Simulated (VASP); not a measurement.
# Sc (Pm-3m) in VASP: further runs

The runs below take Sc through single point, with LDA.

Program: VASP 6.6.1. These are calculated values, not measurements. Logs are shortened: lines on timing, memory, paths and dates and some standing lists are left out, and cuts for length are marked.

### Step 1. The cell of the first run

The structure is cubic, space group Pm-3m (No. 221). Conventional cell: a = 2.854 Å, b = 2.854 Å, c = 2.854 Å, α = 90.00°, β = 90.00°, γ = 90.00°. Sc (site symmetry m-3m) has 6 Sc at 2.85 Å within 3.8 Å.

This isn't the form of Sc at room conditions, which is hcp.

### Step 2. Single point, LDA

Contents of INCAR:

```
PREC = Accurate
ENCUT = 520
EDIFF = 1E-6
ISMEAR = -1
SIGMA = 0.1
LREAL = F
LASPH = T
NELM = 80
ALGO = Normal
ISIF = 2
LWAVE = F
LCHARG = F
NBANDS = 12
```

Contents of KPOINTS:

```
regular mesh
0
Gamma
  10 10 10
```

Contents of POSCAR:

```
Sc
1.0
    2.8544500454      0.0000000000      0.0000000000
    0.0000000000      2.8544500454      0.0000000000
    0.0000000000      0.0000000000      2.8544500454
Sc
1
Direct
    0.0000000000      0.0000000000      0.0000000000
```

Potentials or basis: VASP PAW LDA potentials, release 64 (Sc_sv).

Run with:

```
> cat potpaw_LDA.64/Sc_sv/POTCAR > POTCAR
> mpirun -np 1 vasp_std > vasp.out
```

OUTCAR:

```text
PREC = Accurate
   ENCUT = 520
   EDIFF = 1E-6
   ISMEAR = -1
   LREAL = F
   LASPH = T
   NELM = 80
   ISIF = 2

 ion  position               nearest neighbor table
   1  0.000  0.000  0.000-

  LATTYP: Found a simple cubic cell.
 ALAT       =     2.8544500454

  Lattice vectors:

 A1 = (   2.8544500454,   0.0000000000,   0.0000000000)
 A2 = (   0.0000000000,   2.8544500454,   0.0000000000)
 A3 = (   0.0000000000,   0.0000000000,   2.8544500454)

Analysis of symmetry for initial positions (statically):
=====================================================================
 Subroutine PRICEL returns:
 Original cell was already a primitive cell.

 Routine SETGRP: Setting up the symmetry group for a
 simple cubic supercell.

 Subroutine GETGRP returns: Found 48 space group operations
 (whereof 48 operations were pure point group operations)
 out of a pool of 48 trial point group operations.

The static configuration has the point symmetry O_h .

Analysis of symmetry for dynamics (positions and initial velocities):
=====================================================================
 Subroutine PRICEL returns:
 Original cell was already a primitive cell.

 Routine SETGRP: Setting up the symmetry group for a
 simple cubic supercell.

 Subroutine GETGRP returns: Found 48 space group operations
 (whereof 48 operations were pure point group operations)
 out of a pool of 48 trial point group operations.

The dynamic configuration has the point symmetry O_h .

 Subroutine INISYM returns: Found 48 space group operations
 (whereof 48 operations are pure point group operations),
 and found     1 'primitive' translations

----------------------------------------------------------------------------------------

                                     Primitive cell

  volume of cell :      23.2577

  direct lattice vectors                    reciprocal lattice vectors
     2.854450045  0.000000000  0.000000000     0.350330181  0.000000000  0.000000000
     0.000000000  2.854450045  0.000000000     0.000000000  0.350330181  0.000000000
     0.000000000  0.000000000  2.854450045     0.000000000  0.000000000  0.350330181

  length of vectors
     2.854450045  2.854450045  2.854450045     0.350330181  0.350330181  0.350330181

  position of ions in fractional coordinates (direct lattice)
     0.000000000  0.000000000  0.000000000

  ion indices of the primitive-cell ions
   primitive index   ion index
                 1           1

[... 77 lines left out ...]
   ISIF   =      2    stress and relaxation
   ISYM   =      2    0-nonsym 1-usesym 2-fastsym
   POTIM  = 0.5000    time-step for ionic-motion
   TEBEG  =    0.0;   TEEND  =   0.0 temperature during run
   PSTRESS=    0.0 pullay stress
   NELECT =      11.0000    total number of electrons
   NUPDOWN=      -1.0000    fix difference up-down
   EMIN   =  10.00;   EMAX   =-10.00  energy-range for DOS
   EFERMI =   0.00;   METHOD = LEGACY
   ISMEAR =    -1;   SIGMA  =   0.10  broadening in eV -4-tet -1-fermi 0-gaus
   EFERMI_NEDOS =   21; number of points for ismear=-14 and -15
   IALGO  =     38    algorithm
   IMIX   =      4    mixing-type and parameters
     AMIX     =   0.40;   BMIX     =  1.00
     AMIX_MAG =   1.60;   BMIX_MAG =  1.00
  volume/ion in A,a.u.               =      23.26       156.95
  Fermi-wavevector in a.u.,A,eV,Ry     =   1.275508  2.410361 22.135609  1.626921
  Thomas-Fermi vector in A             =   2.408217
   LORBIT       =      0    0 simple, 1 ext, 2 COOP (PROOUT), +10 PAW based schemes
   GGA     = CA    functional components
   LHFCALC =     F    Hartree Fock is set to
   AEXX    =    0.0000 exact exchange contribution
   IVDW    =     0    specifies the selected vdW correction
   LEPSILON=     F    determine dielectric tensor
   LRPA    =     F    only Hartree local field effects (RPA)
 non-spin polarized calculation
  energy-cutoff  :      520.00
  volume of cell :       23.26
 maximum number of plane-waves:       639
 NGX is ok and might be reduce to    24
   NGX = 11   NGY = 11   NGZ = 11

 number of electron      11.0000002 magnetization

 Free energy of the ion-electron system (eV)
  ---------------------------------------------------
  ext. energy  EPLUGINS =         0.00000000
  ---------------------------------------------------
  free energy    TOTEN  =        -6.02849156 eV

  energy without entropy =       -5.94255010  energy(sigma->0) =       -5.98552083

 E-fermi :   3.9060     XC(G=0): -10.3148

 val. band max:        3.9033650856   @ k =   0.2000   0.1000   0.0000
 cond. band min:       3.9212650078   @ k =   0.4000   0.1000   0.1000
 fundamental gap:      0.0178999223
 Fermi energy:         3.9059994113

 k-point     1 :       0.0000    0.0000    0.0000
  band No.  band energies     occupation
      1     -44.9346      2.00000
      2     -23.5289      2.00000
      3     -23.5289      2.00000
      4     -23.5289      2.00000
      5      -1.2318      2.00000
      6       3.2599      1.99688
      7       3.2599      1.99688
      8       8.1640      0.00000
      9       8.1640      0.00000
     10       8.1640      0.00000
     11      17.1863      0.00000
     12      17.1863      0.00000
[... 331 lines left out ...]
 k-point    24 :       0.3000    0.1000    0.1000
  band No.  band energies     occupation
      1     -44.8482      2.00000
      2     -24.0157      2.00000
      3     -23.5545      2.00000
      4     -23.5465      2.00000
      5       0.9192      2.00000
      6       3.9668      0.70488
      7       4.2582      0.05737
      8       6.6013      0.00000
      9       6.8571      0.00000
     10       7.8813      0.00000
     11      12.3336      0.00000
     12      17.9622      0.00000

 [... further k-points ...]

------------------------ aborting loop because EDIFF is reached ----------------------------------------

  FORCE on cell =-STRESS in cart. coord.  units (eV):
  Direction    XX          YY          ZZ          XY          YZ          ZX
  --------------------------------------------------------------------------------------
  -------------------------------------------------------------------------------------
  Total        0.0050446      0.0050446      0.0050446     -0.0000000      0.0000000     -0.0000000
  in kB        0.3475142      0.3475142      0.3475142     -0.0000000      0.0000000     -0.0000000
  external PRESSURE =       0.3475142 kB  Pullay stress =       0.0000000 kB

 VOLUME and BASIS-vectors are now :
 -----------------------------------------------------------------------------
  energy-cutoff  :      520.00
  volume of cell :       23.26
      direct lattice vectors                 reciprocal lattice vectors
     2.854450045  0.000000000  0.000000000     0.350330181  0.000000000  0.000000000
     0.000000000  2.854450045  0.000000000     0.000000000  0.350330181  0.000000000
     0.000000000  0.000000000  2.854450045     0.000000000  0.000000000  0.350330181

 POSITION                                       TOTAL-FORCE (eV/Angst)
 -----------------------------------------------------------------------------------
      0.00000      0.00000      0.00000         0.000000      0.000000      0.000000
 -----------------------------------------------------------------------------------
    total drift:                                0.000000      0.000000      0.000000

  FREE ENERGIE OF THE ION-ELECTRON SYSTEM (eV)
  ---------------------------------------------------
  free  energy   TOTEN  =        -6.0284915585 eV

  energy  without entropy=       -5.9425500963  energy(sigma->0) =       -5.98552083
```

It took 15 s on 1 thread of Intel Xeon 8259CL, shared host; peak memory 0.13 GiB.

Results:

| Item | Value |
| --- | --- |
| Free energy | -6.0285 eV |
| Pressure | 0.0 GPa |
| Band gap on the k mesh | zero (an odd number of electrons rules out a gap without spin polarisation) |

Levels at points of the mesh, in eV from the Fermi level:
```
           k point  band 3  band 4  band 5  band 6  band 7  band 8
(0.00, 0.00, 0.00)  -27.43  -27.43   -5.14   -0.65   -0.65    4.26
(0.50, 0.00, 0.00)  -27.37  -27.37   -1.64   -0.28    0.04    2.44
(0.50, 0.50, 0.00)  -28.08  -27.30   -2.04    0.28    2.86    2.86
(0.50, 0.50, 0.50)  -27.98  -27.98   -0.63   -0.63   -0.63    5.44
```

### Step 3. Single point, LDA (20.47 Å³/atom)

This run uses another cell than the first one, of 20.47 Å³/atom.

Contents of INCAR:

```
ALGO = Normal
EDIFF = 1E-7
ENCUT = 520
ISIF = 2
ISMEAR = -1
LASPH = True
LCHARG = False
LREAL = False
LWAVE = False
NBANDS = 12
NELM = 60
PREC = Accurate
SIGMA = 0.1
```

Contents of KPOINTS:

```
k-points
0
Gamma
  12 12 12
```

Contents of POSCAR:

```
Sc
1.0
    2.7353737257      0.0000000000      0.0000000000
    0.0000000000      2.7353737257      0.0000000000
    0.0000000000      0.0000000000      2.7353737257
Sc
1
Direct
    0.0000000000      0.0000000000      0.0000000000
```

Potentials or basis: VASP PAW LDA potentials, release 64 (Sc_sv).

Run with:

```
> cat potpaw_LDA.64/Sc_sv/POTCAR > POTCAR
> mpirun -np 1 vasp_std > vasp.out
```

It took 17 s on 1 thread of Intel Xeon 8259CL, shared host; peak memory 0.13 GiB.

The run converged. Its results:

```yaml
Free_energy: -5.9804 eV
Pressure: 6.1 GPa
Band_gap_on_the_k_mesh: zero (an odd number of electrons rules out a gap without spin polarisation)
```

Levels at points of the mesh, in eV from the Fermi level:
| k point | band 4 | band 5 | band 6 | band 7 | band 8 | band 9 |
| --- | --- | --- | --- | --- | --- | --- |
| (0.00, 0.00, 0.00) | -27.07 | -5.29 | -0.82 | -0.82 | 4.87 | 4.87 |
| (0.50, 0.00, 0.00) | -26.97 | -1.54 | -0.06 | -0.02 | 2.72 | 2.72 |
| (0.50, 0.50, 0.00) | -26.88 | -2.49 | 0.41 | 3.22 | 3.22 | 5.03 |
| (0.50, 0.50, 0.50) | -27.84 | -0.87 | -0.87 | -0.87 | 6.27 | 6.27 |

Caveat: the cell stands under pressure.

### Step 4. Single point, LDA (21.40 Å³/atom)

This run uses another cell than the first one, of 21.40 Å³/atom.

Contents of INCAR:

```
ALGO = Normal
EDIFF = 1E-6
ENCUT = 520
GGA = CA
ISIF = 2
ISMEAR = -1
LASPH = T
LCHARG = F
LREAL = F
LWAVE = F
NBANDS = 12
NELM = 60
PREC = Accurate
SIGMA = 0.1
```

KPOINTS is that of step 3.

Contents of POSCAR:

```
Sc
1.0
    2.7762062191      0.0000000000      0.0000000000
    0.0000000000      2.7762062191      0.0000000000
    0.0000000000      0.0000000000      2.7762062191
Sc
1
Direct
    0.0000000000      0.0000000000      0.0000000000
```

Run with:

```
> cat potpaw_LDA.64/Sc_sv/POTCAR > POTCAR
> mpirun -np 1 vasp_std > vasp.out
```

It took 22 s on 1 thread of Intel Xeon 8259CL, shared host; peak memory 0.14 GiB.

It converged, with:

* Free energy: -6.0093 eV
* Pressure: 3.7 GPa
* Band gap on the k mesh: zero (an odd number of electrons rules out a gap without spin polarisation)

Levels at points of the mesh, in eV from the Fermi level:
```csv
k point,band 3,band 4,band 5,band 6,band 7,band 8,band 9,band 10
"(0.00, 0.00, 0.00)",-27.20,-27.20,-5.24,-0.75,-0.75,4.66,4.66,4.66
"(0.50, 0.00, 0.00)",-27.11,-27.11,-1.57,-0.14,0.01,2.63,2.63,4.84
"(0.50, 0.50, 0.00)",-28.01,-27.03,-2.32,0.37,3.09,3.09,4.75,4.75
"(0.50, 0.50, 0.50)",-27.88,-27.88,-0.77,-0.77,-0.77,5.97,5.97,7.92
```

Caveat: the cell stands under pressure.

### Step 5. Single point, LDA (22.33 Å³/atom)

This run uses another cell than the first one, of 22.33 Å³/atom.

Contents of INCAR:

```
PREC = Accurate ; ENCUT = 520
EDIFF = 1E-7 ; ISMEAR = -1
SIGMA = 0.1 ; LREAL = F
LASPH = T ; NELM = 80
ALGO = Normal ; ISIF = 2
LWAVE = F ; LCHARG = T
GGA = CA ; LELF = T
LVHAR = T ; NBANDS = 12
```

Contents of KPOINTS:

```
regular mesh
0
Gamma
  12 12 12
```

Contents of POSCAR:

```
Sc
1.0
    2.8158716670      0.0000000000      0.0000000000
    0.0000000000      2.8158716670      0.0000000000
    0.0000000000      0.0000000000      2.8158716670
Sc
1
Direct
    0.0000000000      0.0000000000      0.0000000000
```

Run with:

```
> cat potpaw_LDA.64/Sc_sv/POTCAR > POTCAR
> mpirun -np 1 vasp_std > vasp.out
```

Wall time 21 s (1 thread of Intel Xeon 8259CL, shared host); peak memory 0.14 GiB.

Results (log left out):

| Quantity | Value |
| --- | --- |
| Free energy | -6.0254 eV |
| Pressure | 1.7 GPa |
| Band gap on the k mesh | zero (an odd number of electrons rules out a gap without spin polarisation) |

Levels at points of the mesh, in eV from the Fermi level:
```tsv
k point	band 4	band 5	band 6	band 7	band 8	band 9
(0.00, 0.00, 0.00)	-27.32	-5.18	-0.69	-0.69	4.45	4.45
(0.50, 0.00, 0.00)	-27.24	-1.60	-0.21	0.03	2.54	2.54
(0.50, 0.50, 0.00)	-27.17	-2.17	0.33	2.98	2.98	4.50
(0.50, 0.50, 0.50)	-27.92	-0.69	-0.69	-0.69	5.70	5.70
```

### Step 6. Single point, LDA (23.26 Å³/atom)

Contents of INCAR:

```
SYSTEM = Sc
ALGO     = Normal         ! electronic algorithm
EDIFF    = 1E-6           ! SCF threshold, eV
ENCUT    = 520            ! plane-wave cutoff, eV
GGA      = CA             ! functional
ISIF     = 2              ! what is computed and relaxed
ISMEAR   = -1             ! smearing method
LASPH    = .TRUE.         ! aspherical terms in the spheres
LCHARG   = .FALSE.        ! write CHGCAR
LREAL    = .FALSE.        ! projectors in reciprocal space
LWAVE    = .FALSE.        ! write WAVECAR
NBANDS   = 12             ! bands
NELM     = 60             ! most SCF steps
PREC     = Accurate       ! precision mode
SIGMA    = 0.1            ! smearing width, eV
```

Contents of KPOINTS:

```
k-points
0
G
  12 12 12
  0 0 0
```

Contents of POSCAR:

```
Sc
1.0
    2.8544500454      0.0000000000      0.0000000000
    0.0000000000      2.8544500454      0.0000000000
    0.0000000000      0.0000000000      2.8544500454
Sc
1
Direct
    0.0000000000      0.0000000000      0.0000000000
```

Potentials or basis: VASP PAW LDA potentials, release 64 (Sc_sv).

Run with:

```
> cat potpaw_LDA.64/Sc_sv/POTCAR > POTCAR
> mpirun -np 1 vasp_std > vasp.out
```

OUTCAR:

```text
SYSTEM = Sc
   EDIFF = 1E-6
   ENCUT = 520
   GGA = CA
   ISIF = 2
   ISMEAR = -1
   LASPH = .TRUE.
   LREAL = .FALSE.
   NELM = 60
   PREC = Accurate

 ion  position               nearest neighbor table
   1  0.000  0.000  0.000-

  LATTYP: Found a simple cubic cell.
 ALAT       =     2.8544500454

  Lattice vectors:

 A1 = (   2.8544500454,   0.0000000000,   0.0000000000)
 A2 = (   0.0000000000,   2.8544500454,   0.0000000000)
 A3 = (   0.0000000000,   0.0000000000,   2.8544500454)

[... 536 lines left out ...]
     11      10.8130      0.00000
     12      15.0185      0.00000

 [... further k-points ...]

------------------------ aborting loop because EDIFF is reached ----------------------------------------

  FORCE on cell =-STRESS in cart. coord.  units (eV):
  Direction    XX          YY          ZZ          XY          YZ          ZX
  --------------------------------------------------------------------------------------
  -------------------------------------------------------------------------------------
  Total       -0.0054253     -0.0054253     -0.0054253      0.0000000      0.0000000     -0.0000000
  in kB       -0.3737391     -0.3737391     -0.3737391      0.0000000      0.0000000     -0.0000000
  external PRESSURE =      -0.3737391 kB  Pullay stress =       0.0000000 kB

 VOLUME and BASIS-vectors are now :
 -----------------------------------------------------------------------------
  energy-cutoff  :      520.00
  volume of cell :       23.26
      direct lattice vectors                 reciprocal lattice vectors
     2.854450045  0.000000000  0.000000000     0.350330181  0.000000000  0.000000000
     0.000000000  2.854450045  0.000000000     0.000000000  0.350330181  0.000000000
     0.000000000  0.000000000  2.854450045     0.000000000  0.000000000  0.350330181

 POSITION                                       TOTAL-FORCE (eV/Angst)
 -----------------------------------------------------------------------------------
      0.00000      0.00000      0.00000         0.000000      0.000000      0.000000
 -----------------------------------------------------------------------------------
    total drift:                                0.000000      0.000000      0.000000

  FREE ENERGIE OF THE ION-ELECTRON SYSTEM (eV)
  ---------------------------------------------------
  free  energy   TOTEN  =        -6.0306124845 eV

  energy  without entropy=       -5.9481039403  energy(sigma->0) =       -5.98935821
```

Run time: 22 s. Hardware: 1 thread of Intel Xeon 8259CL, shared host; peak memory 0.14 GiB.

What came out:

| Item | Value |
| --- | --- |
| Free energy | -6.0306 eV |
| Pressure | 0.0 GPa |
| Band gap on the k mesh | zero (an odd number of electrons rules out a gap without spin polarisation) |

Levels at points of the mesh, in eV from the Fermi level:
| k point | band 2 | band 3 | band 4 | band 5 | band 6 | band 7 | band 8 | band 9 | band 10 | band 11 |
| --- | --- | --- | --- | --- | --- | --- | --- | --- | --- | --- |
| (0.00, 0.00, 0.00) | -27.43 | -27.43 | -27.43 | -5.12 | -0.64 | -0.64 | 4.27 | 4.27 | 4.27 | 13.29 |
| (0.50, 0.00, 0.00) | -28.19 | -27.36 | -27.36 | -1.62 | -0.27 | 0.05 | 2.45 | 2.45 | 4.43 | 6.88 |
| (0.50, 0.50, 0.00) | -28.07 | -28.07 | -27.30 | -2.03 | 0.29 | 2.87 | 2.87 | 4.27 | 4.27 | 5.34 |
| (0.50, 0.50, 0.50) | -27.97 | -27.97 | -27.97 | -0.62 | -0.62 | -0.62 | 5.44 | 5.44 | 7.78 | 9.49 |

### Step 7. The runs side by side

| cell | k mesh | gap on the mesh (eV) | pressure (GPa) |
| --- | --- | --- | --- |
| a = 2.854 Å, 1 atom | 10 × 10 × 10 | none | 0.0 |
| a = 2.735 Å, 1 atom | 12 × 12 × 12 | none | 6.1 |
| a = 2.776 Å, 1 atom | 12 × 12 × 12 | none | 3.7 |
| a = 2.816 Å, 1 atom | 12 × 12 × 12 | none | 1.7 |
| a = 2.854 Å, 1 atom | 12 × 12 × 12 | none | 0.0 |

Alike in all rows: task single point; level LDA; potentials or basis VASP PAW LDA potentials, release 64 (Sc_sv); no spin polarisation; cutoff (eV) 520; smearing fermi-dirac 0.1 eV.

Caveats: the cell stands under pressure (at least some runs).

Absolute energies hang on the potentials; compare differences alone.
